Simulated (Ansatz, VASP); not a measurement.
One calculation of Y3Ir, two programs

```xyz
4
Lattice="4.5993 0.0000 0.0000 0.0000 4.5993 0.0000 0.0000 0.0000 4.5993" Properties=species:S:1:pos:R:3 pbc="T T T"
Y     0.0000    2.2997    2.2997
Y     2.2997    0.0000    2.2997
Y     2.2997    2.2997    0.0000
Ir    0.0000    0.0000    0.0000
```

Alike in both runs: functional PBE; k mesh 4 × 4 × 4; occupations gaussian, width 0.1 eV; no spin polarisation.

Ansatz relaxed the structure, and its values are those at the end. VASP's run is a single point on that final structure, the one shown.

|  | VASP | Ansatz |
| --- | --- | --- |
| version | VASP 6.6.1 | Ansatz 0.2.0 |
| potentials or method | VASP PAW PBE potentials, release 64 (Y_sv, Ir), cutoff 520 eV | scalar-relativistic, plane waves, PAW |
| valence electrons in the cell | 42 | 50 |

```tsv
	VASP	Ansatz	Ansatz less VASP
gap on the k mesh at the Fermi level (eV)	none	none	-
pressure (GPa)	-0.2	0.0	+0.17
```

A gap of «none» marks a metal or a gap that the smearing closes. VASP's potentials hold 42 valence electrons a cell and Ansatz's 50, so a difference there can come from the potentials and not from the codes.

Neither program's run includes spin-orbit coupling.
